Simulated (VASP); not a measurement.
# GaN (Fm-3m) in VASP: notebook, part 2 of 2

VASP 6.6.1. Earlier steps stand in the parts before.

## (4) Single point, r2SCAN (volume changed by +6%)

The input, POSCAR:

```
GaN
1.0
    0.0000000000      2.1498691711      2.1498691711
    2.1498691711      0.0000000000      2.1498691711
    2.1498691711      2.1498691711      0.0000000000
Ga N
1 1
Direct
    0.0000000000      0.0000000000      0.0000000000
    0.5000000000      0.5000000000      0.5000000000
```

The input, INCAR.step1:

```
PREC = Accurate
ENCUT = 520
ISMEAR = 0
SIGMA = 0.01
LREAL = False
LASPH = True
NELM = 80
NBANDS = 16
GGA = PE
ALGO = Normal
EDIFF = 1E-4
LWAVE = True
LCHARG = False
```

The input, INCAR.step2:

```
PREC = Accurate
ENCUT = 520
EDIFF = 1E-6
ISMEAR = 0
SIGMA = 0.01
LREAL = False
LASPH = True
NELM = 80
ALGO = Normal
ISIF = 2
LWAVE = False
LCHARG = False
METAGGA = R2SCAN
LMIXTAU = True
NBANDS = 16
ISTART = 1
```

The input, KPOINTS:

```
regular mesh
0
Gamma
  8 8 8
```

The run is started by

```sh
cat potpaw_PBE.64/Ga_d/POTCAR potpaw_PBE.64/N/POTCAR > POTCAR
cp INCAR.step1 INCAR
mpirun -np 1 vasp_std > vasp.out
cp INCAR.step2 INCAR
mpirun -np 1 vasp_std > vasp.out
```

It took 17 s on 1 thread of Intel Xeon 6975P-C (Granite Rapids), shared host; peak memory 0.14 GiB.

The run converged. Its results:

| Property | Result |
| --- | --- |
| Free energy | -20.9369 eV |
| Pressure | -11.6 GPa |
| Band gap on the k mesh | 0.78 eV, indirect (least direct gap 2.66 eV) |

Levels at points of the mesh, in eV from the valence-band top:
```tsv
k point	band 5	band 6	band 7	band 8	band 9	band 10	band 11	band 12	band 13	band 14
(0.00, 0.00, 0.00)	-14.35	-14.35	-0.45	-0.45	-0.45	2.20	15.16	15.16	15.16	16.16
(0.50, 0.00, 0.00)	-14.22	-14.22	-8.06	-0.16	-0.16	5.15	9.51	9.51	9.62	16.99
(0.50, 0.50, 0.00)	-14.17	-11.67	-6.82	-2.91	-2.91	0.78	8.45	12.52	14.98	14.98
```

Caveat: the PAW data sets were made with another functional, which shifts forces and pressure a little.

## (5) Single point, r2SCAN

The input, POSCAR:

```
GaN
1.0
    0.0000000000      2.1085152362      2.1085152362
    2.1085152362      0.0000000000      2.1085152362
    2.1085152362      2.1085152362      0.0000000000
Ga N
1 1
Direct
    0.0000000000      0.0000000000      0.0000000000
    0.5000000000      0.5000000000      0.5000000000
```

The input, INCAR.step1:

```
ALGO = Normal ; EDIFF = 1E-5
ENCUT = 910 ; GGA = PE
GGA_COMPAT = False ; ISMEAR = 0
LASPH = True ; LCHARG = False
LREAL = False ; LWAVE = True
NBANDS = 16 ; NELM = 120
PREC = Accurate ; SIGMA = 0.01
```

The input, INCAR.step2:

```
ALGO = Normal ; EDIFF = 1E-6
ENCUT = 910 ; GGA_COMPAT = False
ISIF = 2 ; ISMEAR = 0
ISTART = 1 ; LASPH = True
LCHARG = True ; LELF = True
LMIXTAU = True ; LREAL = False
LVHAR = True ; LWAVE = False
METAGGA = R2SCAN ; NBANDS = 16
NELM = 120 ; PREC = Accurate
SIGMA = 0.01
```

The input, KPOINTS:

```
k-points
0
Gamma
  8 8 8
```

Potentials or basis: VASP PAW PBE potentials, release 64 (Ga_d, N_h).

The run is started by

```sh
cat potpaw_PBE.64/Ga_d/POTCAR potpaw_PBE.64/N_h/POTCAR > POTCAR
cp INCAR.step1 INCAR
mpirun -np 1 vasp_std > vasp.out
cp INCAR.step2 INCAR
mpirun -np 1 vasp_std > vasp.out
```

OUTCAR:

```text
EDIFF = 1E-6
   ENCUT = 910
   ISIF = 2
   ISMEAR = 0
   ISTART = 1
   LASPH = True
   LREAL = False
   METAGGA = R2SCAN
   NELM = 120
   PREC = Accurate

 ion  position               nearest neighbor table
   1  0.000  0.000  0.000-   2 2.11   2 2.11   2 2.11   2 2.11   2 2.11   2 2.11
   2  0.500  0.500  0.500-   1 2.11   1 2.11   1 2.11   1 2.11   1 2.11   1 2.11

  LATTYP: Found a face centered cubic cell.
 ALAT       =     4.2170304724

  Lattice vectors:

[... 642 lines left out ...]
 [... further k-points ...]

------------------------ aborting loop because EDIFF is reached ----------------------------------------

  FORCE on cell =-STRESS in cart. coord.  units (eV):
  Direction    XX          YY          ZZ          XY          YZ          ZX
  --------------------------------------------------------------------------------------
  -------------------------------------------------------------------------------------
  Total        0.1153041      0.1153041      0.1153041     -0.0000000     -0.0000000      0.0000000
  in kB        9.8536039      9.8536039      9.8536039     -0.0000000     -0.0000000      0.0000000
  external PRESSURE =       9.8536039 kB  Pullay stress =       0.0000000 kB

 VOLUME and BASIS-vectors are now :
 -----------------------------------------------------------------------------
  energy-cutoff  :      910.00
  volume of cell :       18.75
      direct lattice vectors                 reciprocal lattice vectors
     0.000000000  2.108515236  2.108515236    -0.237133691  0.237133691  0.237133691
     2.108515236  0.000000000  2.108515236     0.237133691 -0.237133691  0.237133691
     2.108515236  2.108515236  0.000000000     0.237133691  0.237133691 -0.237133691

 POSITION                                       TOTAL-FORCE (eV/Angst)
 -----------------------------------------------------------------------------------
      0.00000      0.00000      0.00000        -0.000000      0.000000     -0.000000
      2.10852      2.10852      2.10852         0.000000     -0.000000      0.000000
 -----------------------------------------------------------------------------------
    total drift:                               -0.000000      0.000000      0.000000

  FREE ENERGIE OF THE ION-ELECTRON SYSTEM (eV)
  ---------------------------------------------------
  free  energy   TOTEN  =       -20.9745179939 eV

  energy  without entropy=      -20.9745179939  energy(sigma->0) =      -20.97451799
```

OUTCAR.step1:

```text
EDIFF = 1E-5
   ENCUT = 910
   GGA = PE
   ISMEAR = 0
   LASPH = True
[... 677 lines left out ...]
 -----------------------------------------------------------------------------------
      0.00000      0.00000      0.00000         0.000000      0.000000      0.000000
      2.10852      2.10852      2.10852        -0.000000     -0.000000     -0.000000
 -----------------------------------------------------------------------------------
    total drift:                               -0.000000      0.000000      0.000000

  FREE ENERGIE OF THE ION-ELECTRON SYSTEM (eV)
  ---------------------------------------------------
  free  energy   TOTEN  =       -11.1920283121 eV

  energy  without entropy=      -11.1920283121  energy(sigma->0) =      -11.19202831
```

OSZICAR.step1:

```text
N       E                     dE             d eps       ncg     rms          rms(c)
DAV:   1     0.102780031564E+03    0.10278E+03   -0.12539E+04  1056   0.302E+03
DAV:   2    -0.466986708523E+01   -0.10745E+03   -0.97895E+02  1096   0.403E+02
DAV:   3    -0.129061613143E+02   -0.82363E+01   -0.81762E+01  1032   0.836E+01
DAV:   4    -0.130166908531E+02   -0.11053E+00   -0.11049E+00  1160   0.954E+00
DAV:   5    -0.130179793139E+02   -0.12885E-02   -0.12885E-02  1104   0.948E-01    0.731E+00
DAV:   6    -0.112178550275E+02    0.18001E+01   -0.43929E+00  1328   0.400E+01    0.182E+00
DAV:   7    -0.112058910594E+02    0.11964E-01   -0.19527E-01  1104   0.470E+00    0.117E+00
DAV:   8    -0.111932070441E+02    0.12684E-01   -0.31980E-02  1032   0.231E+00    0.259E-01
DAV:   9    -0.111920083848E+02    0.11987E-02   -0.48250E-03  1208   0.180E+00    0.768E-02
DAV:  10    -0.111920246289E+02   -0.16244E-04   -0.42739E-04  1232   0.288E-01    0.124E-02
DAV:  11    -0.111920283121E+02   -0.36832E-05   -0.32464E-05  1040   0.644E-02
   1 F= -.11192028E+02 E0= -.11192028E+02  d E =-.381909E-14
```

Wall time 45 s (1 thread of Intel Xeon 6975P-C (Granite Rapids), shared host); peak memory 0.18 GiB.

Results:

| Item | Value |
| --- | --- |
| Free energy | -20.9745 eV |
| Pressure | 1.0 GPa |
| Band gap on the k mesh | 1.17 eV, indirect (least direct gap 3.40 eV) |

Caveat: the cutoff is under 1.25 times the usual one of these potentials, so pressure, stress and relaxed cells hold a basis-set (Pulay) error; the PAW data sets were made with another functional, which shifts forces and pressure a little. A k mesh can miss the band edges.

## (6) Single point, r2SCAN (volume changed by +3%)

The input, POSCAR:

```
GaN
1.0
    0.0000000000      2.1293929825      2.1293929825
    2.1293929825      0.0000000000      2.1293929825
    2.1293929825      2.1293929825      0.0000000000
Ga N
1 1
Direct
    0.0000000000      0.0000000000      0.0000000000
    0.5000000000      0.5000000000      0.5000000000
```

The input, INCAR.step1:

```
PREC     = Accurate       # precision mode
ENCUT    = 910            # plane-wave cutoff, eV
ISMEAR   = 0              # smearing method
SIGMA    = 0.01           # smearing width, eV
LREAL    = False          # projectors in reciprocal space
LASPH    = True           # aspherical terms in the spheres
NELM     = 120            # most SCF steps
NBANDS   = 16             # bands
GGA      = PE             # functional
ALGO     = Normal         # electronic algorithm
EDIFF    = 1E-5           # SCF threshold, eV
LWAVE    = True           # write WAVECAR
LCHARG   = False          # write CHGCAR
GGA_COMPAT= False
```

The input, INCAR.step2:

```
PREC     = Accurate       # precision mode
ENCUT    = 910            # plane-wave cutoff, eV
EDIFF    = 1E-6           # SCF threshold, eV
ISMEAR   = 0              # smearing method
SIGMA    = 0.01           # smearing width, eV
LREAL    = False          # projectors in reciprocal space
LASPH    = True           # aspherical terms in the spheres
NELM     = 120            # most SCF steps
ALGO     = Normal         # electronic algorithm
ISIF     = 2              # what is computed and relaxed
LWAVE    = False          # write WAVECAR
LCHARG   = True           # write CHGCAR
METAGGA  = R2SCAN         # meta-GGA
LMIXTAU  = True         
LELF     = True           # ELF
LVHAR    = True         
NBANDS   = 16             # bands
ISTART   = 1            
GGA_COMPAT= False
```

The input, KPOINTS:

```
Automatic mesh
0
Gamma
  8 8 8
```

Potentials or basis: VASP PAW PBE potentials, release 64 (Ga_d, N_h).

The run is started by

```sh
cat potpaw_PBE.64/Ga_d/POTCAR potpaw_PBE.64/N_h/POTCAR > POTCAR
cp INCAR.step1 INCAR
mpirun -np 1 vasp_std > vasp.out
cp INCAR.step2 INCAR
mpirun -np 1 vasp_std > vasp.out
```

Wall time 58 s (1 thread of AMD EPYC 9R45 (Zen 5), shared host); peak memory 0.15 GiB.

It converged, with:

| Quantity | Value |
| --- | --- |
| Free energy | -20.9659 eV |
| Pressure | -6.0 GPa |
| Band gap on the k mesh | 0.97 eV, indirect (least direct gap 3.02 eV) |

Levels at points of the mesh, in eV from the valence-band top:
```
           k point  band 7  band 8  band 9  band 10  band 11  band 12
(0.00, 0.00, 0.00)   -0.48   -0.48   -0.48     2.54    15.33    15.33
(0.50, 0.00, 0.00)   -8.21   -0.16   -0.16     5.28     9.69     9.69
(0.50, 0.50, 0.00)   -7.03   -3.01   -3.01     0.97     8.49    12.82
```

Caveat: the cutoff is under 1.25 times the usual one of these potentials, so pressure, stress and relaxed cells hold a basis-set (Pulay) error; the PAW data sets were made with another functional, which shifts forces and pressure a little. A k mesh can miss the band edges.

## (7) The runs side by side

| potentials or basis | cell | cutoff (eV) | second run | gap on the mesh (eV) | pressure (GPa) |
| --- | --- | --- | --- | --- | --- |
| VASP PAW PBE potentials, release 64 (Ga_d, N) | a = 2.982 Å, angles 60.0°, 2 atoms | 520 | - | 1.17 | 1.3 |
| VASP PAW PBE potentials, release 64 (Ga_d, N) | a = 3.011 Å, angles 60.0°, 2 atoms | 520 | - | 0.97 | -5.6 |
| VASP PAW PBE potentials, release 64 (Ga_d, N) | a = 3.040 Å, angles 60.0°, 2 atoms | 520 | - | 0.78 | -11.6 |
| VASP PAW PBE potentials, release 64 (Ga_d, N_h) | a = 2.982 Å, angles 60.0°, 2 atoms | 910 | hard_potentials | 1.17 | 1.0 |
| VASP PAW PBE potentials, release 64 (Ga_d, N_h) | a = 3.011 Å, angles 60.0°, 2 atoms | 910 | hard_potentials | 0.97 | -6.0 |

Alike in all rows: task single point; level r2SCAN; no spin polarisation; k mesh 8 × 8 × 8; smearing gaussian 0.01 eV.

Caveats: the PAW data sets were made with another functional, which shifts forces and pressure a little; the cutoff is under 1.25 times the usual one of these potentials, so pressure, stress and relaxed cells hold a basis-set (Pulay) error (some runs).

Absolute energies hang on the potentials; compare differences alone.
